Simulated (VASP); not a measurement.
# AgCl (I4/mmm) in VASP: a series of runs, part 2 of 2

VASP 6.6.1. Earlier steps stand in the parts before.

**4. Electric field gradients, LDA (zz strain of +2 %)**

The input, INCAR:

```
SYSTEM = AgCl
PREC     = Accurate       ! precision mode
ENCUT    = 520            ! plane-wave cutoff, eV
EDIFF    = 1E-8           ! SCF threshold, eV
ISMEAR   = -1             ! smearing method
SIGMA    = 0.02           ! smearing width, eV
LREAL    = .False.        ! projectors in reciprocal space
LASPH    = .True.         ! aspherical terms in the spheres
NELM     = 100            ! most SCF steps
ALGO     = Normal         ! electronic algorithm
ISIF     = 2              ! what is computed and relaxed
LWAVE    = .False.        ! write WAVECAR
LCHARG   = .False.        ! write CHGCAR
GGA      = CA             ! functional
LEFG     = .True.       
NBANDS   = 16             ! bands
```

The input, KPOINTS:

```
regular mesh
0
Gamma
  8 8 8
  0 0 0
```

The input, POSCAR:

```
AgCl
1.0
    0.0000000000      2.7731500000      2.8286130000
    2.7731500000      0.0000000000      2.8286130000
    2.7731500000      2.7731500000      0.0000000000
Ag Cl
1 1
Direct
    0.5000000000      0.5000000000      0.5000000000
    0.0000000000      0.0000000000      0.0000000000
```

Potentials or basis: VASP PAW LDA potentials, release 64 (Ag, Cl).

Run with:

```bash
$ cat potpaw_LDA.64/Ag/POTCAR potpaw_LDA.64/Cl/POTCAR > POTCAR
$ mpirun -np 1 vasp_std > vasp.out
```

OUTCAR:

```text
SYSTEM = AgCl
   PREC = Accurate
   ENCUT = 520
   EDIFF = 1E-8
   ISMEAR = -1
   LREAL = .False.
   LASPH = .True.
   NELM = 100
   ISIF = 2
   GGA = CA

 ion  position               nearest neighbor table
   1  0.500  0.500  0.500-   2 2.77   2 2.77   2 2.77   2 2.77   2 2.83   2 2.83
   2  0.000  0.000  0.000-   1 2.77   1 2.77   1 2.77   1 2.77   1 2.83   1 2.83

  LATTYP: Found a body centered tetragonal cell.
 ALAT       =     3.9218263405
 C/A-ratio  =     1.4424978336

  Lattice vectors:

 A1 = (  -2.7731500000,   0.0000000000,   2.8286130000)
 A2 = (   2.7731500000,   0.0000000000,   2.8286130000)
 A3 = (   0.0000000000,   2.7731500000,  -2.8286130000)

Analysis of symmetry for initial positions (statically):
=====================================================================
 Subroutine PRICEL returns:
 Original cell was already a primitive cell.

 Routine SETGRP: Setting up the symmetry group for a
 body centered tetragonal supercell.

 Subroutine GETGRP returns: Found 16 space group operations
 (whereof 16 operations were pure point group operations)
 out of a pool of 16 trial point group operations.

The static configuration has the point symmetry D_4h.

Analysis of symmetry for dynamics (positions and initial velocities):
=====================================================================
 Subroutine PRICEL returns:
 Original cell was already a primitive cell.

 Routine SETGRP: Setting up the symmetry group for a
 body centered tetragonal supercell.

 Subroutine GETGRP returns: Found 16 space group operations
 (whereof 16 operations were pure point group operations)
[... 162 lines left out ...]
      4       0.8998      2.00000
      5       0.9172      2.00000
      6       0.9230      2.00000
[... 433 lines left out ...]
      3      -0.5492      2.00000
      4      -0.3631      2.00000
      5       1.0486      2.00000
      6       1.2152      2.00000
[... 8 lines left out ...]
     15      16.9915      0.00000
     16      17.1335      0.00000

 [... further k-points ...]

------------------------ aborting loop because EDIFF is reached ----------------------------------------

  FORCE on cell =-STRESS in cart. coord.  units (eV):
  Direction    XX          YY          ZZ          XY          YZ          ZX
  --------------------------------------------------------------------------------------
  -------------------------------------------------------------------------------------
  Total       -1.6990624     -1.6990624     -1.7033787      0.0000000      0.0000000      0.0000000
  in kB      -62.5705042    -62.5705042    -62.7294578      0.0000000      0.0000000      0.0000000
  external PRESSURE =     -62.6234887 kB  Pullay stress =       0.0000000 kB

 VOLUME and BASIS-vectors are now :
 -----------------------------------------------------------------------------
  energy-cutoff  :      520.00
  volume of cell :       43.51
      direct lattice vectors                 reciprocal lattice vectors
     0.000000000  2.773150000  2.828613000    -0.180300380  0.180300380  0.176765079
     2.773150000  0.000000000  2.828613000     0.180300380 -0.180300380  0.176765079
     2.773150000  2.773150000  0.000000000     0.180300380  0.180300380 -0.176765079

 POSITION                                       TOTAL-FORCE (eV/Angst)
 -----------------------------------------------------------------------------------
      2.77315      2.77315      2.82861        -0.000000      0.000000      0.000000
      0.00000      0.00000      0.00000         0.000000     -0.000000     -0.000000
 -----------------------------------------------------------------------------------
    total drift:                                0.000000      0.000000      0.000000

  FREE ENERGIE OF THE ION-ELECTRON SYSTEM (eV)
  ---------------------------------------------------
  free  energy   TOTEN  =        -6.6807464866 eV

  energy  without entropy=       -6.6807464841  energy(sigma->0) =       -6.68074649

 Electric field gradients (V/A^2)
---------------------------------------------------------------------
 ion       V_xx      V_yy      V_zz      V_xy      V_xz      V_yz
---------------------------------------------------------------------
   1      -5.573    -5.573    11.147     0.000     0.000     0.000
   2       5.036     5.036   -10.071     0.001     0.001     0.001
---------------------------------------------------------------------

 Electric field gradients after diagonalization (V/A^2)
 (convention: |V_zz| > |V_xx| > |V_yy|)
----------------------------------------------------------------------
 ion       V_xx      V_yy      V_zz     asymmetry (V_yy - V_xx)/ V_zz
----------------------------------------------------------------------
   1      -5.573    -5.573    11.147       0.000
   2       5.037     5.035   -10.071       0.000
----------------------------------------------------------------------

           NMR quadrupolar parameters

 Cq : quadrupolar parameter    Cq=e*Q*V_zz/h
 eta: asymmetry parameters     (V_yy - V_xx)/ V_zz
 Q  : nuclear electric quadrupole moment in mb (millibarn)
----------------------------------------------------------------------
 ion       Cq(MHz)       eta       Q (mb)
----------------------------------------------------------------------
   1       0.027       0.000       1.000
   2      -0.024       0.000       1.000
----------------------------------------------------------------------
```

stdout:

```text
POSCAR found type information on POSCAR AgCl
 POSCAR found :  2 types and       2 ions
 scaLAPACK will be used
 LDA part: xc-table for (Slater(with rela. corr.)+CA(PZ))
 , standard interpolation
 POSCAR, INCAR and KPOINTS ok, starting setup
 FFT: planning ... GRIDC
 FFT: planning ... GRID_SOFT
 FFT: planning ... GRID
 WAVECAR not read
 entering main loop
ion   1

ion   2
```

Wall time 62 s (1 thread of Intel Xeon 8259CL, shared host); peak memory 0.17 GiB.

What came out:

| Property | Result |
| --- | --- |
| Free energy | -6.6807 eV |
| Pressure | -6.3 GPa |
| Band gap on the k mesh | 0.59 eV (least direct gap 2.83 eV) |
| Largest electric field gradient by atom | Ag +11.1; Cl -10.1 V/Å² |

Electric field gradients, principal values (V/Å²):
```
atom   least  middle  greatest (by size)
1 Ag  -5.573  -5.573              11.147
2 Cl   5.035   5.037             -10.071
```

Caveat: the cell differs from its parent crystal (zz strain of +2 %); the cell stands under tension; without QUAD_EFG the Cq values of the log hold for a quadrupole moment of 1 mb, not for the nuclei. A k mesh can miss the band edges.

**5. Overview**

| cell | gap on the mesh (eV) | pressure (GPa) |
| --- | --- | --- |
| a = 3.902, b = 3.902, c = 3.883 Å, angles 60.2, 60.2, 59.7°, 2 atoms | 0.61 | -4.8 |
| a = 3.941, b = 3.941, c = 3.922 Å, angles 60.2, 60.2, 59.7°, 2 atoms | 0.61 | -5.9 |
| a = 3.961, b = 3.961, c = 3.922 Å, angles 60.3, 60.3, 59.3°, 2 atoms | 0.59 | -6.3 |

Alike in all rows: task electric field gradients; level LDA; potentials or basis VASP PAW LDA potentials, release 64 (Ag, Cl); no spin polarisation; k mesh 8 × 8 × 8; cutoff (eV) 520; smearing fermi-dirac 0.02 eV.

Caveats: the cell stands under tension.

Total energies depend on the potentials used, so only differences within one code and one set of settings carry meaning.
